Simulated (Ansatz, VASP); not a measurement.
One calculation of GaN, two programs

The input INCAR:

```
SYSTEM = GaN
ALGO = Normal ; EDIFF = 1E-6
ENCUT = 600 ; GGA_COMPAT = .FALSE.
ISIF = 2 ; ISMEAR = 0
LASPH = .TRUE. ; LCHARG = .FALSE.
LREAL = .FALSE. ; LWAVE = .FALSE.
NBANDS = 16 ; NELM = 120
PREC = Accurate ; SIGMA = 0.01
```

KPOINTS

```
k-points
0
G
  10 10 10
  0 0 0
```

POSCAR

```
GaN
1.0
    0.0000000000      2.2276018845      2.2276018845
    2.2276018845      0.0000000000      2.2276018845
    2.2276018845      2.2276018845      0.0000000000
Ga N
1 1
Direct
    0.0000000000      0.0000000000      0.0000000000
    0.2500000000      0.2500000000      0.2500000000
```

Input for Ansatz:

```yaml
crystal:
  lattice:
    - [0.0, 2.2276018845, 2.2276018845]
    - [2.2276018845, 0.0, 2.2276018845]
    - [2.2276018845, 2.2276018845, 0.0]
  atoms:
    - { symbol: Ga, position: [0.0, 0.0, 0.0] }
    - { symbol: "N", position: [0.25, 0.25, 0.25] }
basis:
  ecutwfc: 420
kpoints:
  mp_grid: { grid: [10, 10, 10] }
  band_path:
    path:
      - [0.0, 0.0, 0.0]
      - [0.0, 0.0, 0.0]
      - [0.0, 0.0, 0.0]
      - [0.0, 0.0, 0.0]
      - [0.0, 0.0, 0.0]
      - [0.0, 0.0, 0.0]
      - [0.0, 0.0, 0.0]
      - [0.0, 0.0, 0.0]
      - [0.0, 0.0, 0.0]
      - [0.0, 0.0, 0.0]
      - [0.0, 0.0, 0.0]
      - [0.0, 0.0, 0.0]
      - [0.0, 0.0, 0.0]
      - [0.0, 0.0, 0.0]
      - [0.0, 0.0, 0.0]
      - [0.0, 0.0, 0.0]
      - [0.0, 0.0, 0.0]
      - [0.0, 0.0, 0.0]
      - [0.0, 0.0, 0.0]
      - [0.0, 0.0, 0.0]
      - [0.0, 0.0, 0.0]
      - [0.0, 0.0, 0.0]
      - [0.0, 0.0, 0.0]
      - [0.0, 0.0, 0.0]
      - [0.0, 0.0, 0.0]
      - [0.0, 0.0, 0.0]
      - [0.3, 0.3, 0.0]
      - [0.3166666667, 0.3166666667, 0.0]
      - [0.3333333333, 0.3333333333, 0.0]
      - [0.35, 0.35, 0.0]
      - [0.3666666667, 0.3666666667, 0.0]
      - [0.3833333333, 0.3833333333, 0.0]
      - [0.4, 0.4, 0.0]
      - [0.4166666667, 0.4166666667, 0.0]
      - [0.4333333333, 0.4333333333, 0.0]
      - [0.45, 0.45, 0.0]
      - [0.4666666667, 0.4666666667, 0.0]
      - [0.4833333333, 0.4833333333, 0.0]
      - [0.5, 0.5, 0.0]
      - [0.5, 0.5, 0.5]
      - [0.5, 0.5, 0.5]
      - [0.5, 0.5, 0.5]
      - [0.5, 0.5, 0.5]
      - [0.5, 0.5, 0.5]
      - [0.5, 0.5, 0.5]
      - [0.5, 0.5, 0.5]
      - [0.5, 0.5, 0.5]
      - [0.5, 0.5, 0.5]
      - [0.5, 0.5, 0.5]
      - [0.5, 0.5, 0.5]
      - [0.5, 0.5, 0.5]
      - [0.5, 0.5, 0.5]
    npoints: 1
hamiltonian:
  xc: lda
  pseudopotentials: { kind: paw, azcp: { folder: soft_1 } }
scf:
  occupations: { method: fixed }
  n_extra_bands: 5
output:
  eigenvalues: true
```

Alike in both runs: task single point; functional LDA; k mesh 10 × 10 × 10; no spin polarisation.

```csv
,VASP,Ansatz
version,VASP 6.6.1,Ansatz 0.2.0
potentials or method,"VASP PAW LDA potentials, release 64 (Ga_d, N), cutoff 600 eV","scalar-relativistic, plane waves, PAW"
occupations,"gaussian, width 0.01 eV",fixed
valence electrons in the cell,18,18
```

Ansatz gave:

| Item | Value |
| --- | --- |
| gap on the k mesh at the Fermi level (eV) | 1.96 |
| least direct gap on the mesh (eV) | 1.96 |

Estimate VASP's values.

gap on the k mesh at the Fermi level (eV): 1.97; least direct gap on the mesh (eV): 1.97.

Ansatz warns that its potentials were made for another functional, while VASP's fit it. LDA's correlation is that of Perdew and Zunger in VASP and of Perdew and Wang (1992) in Ansatz.
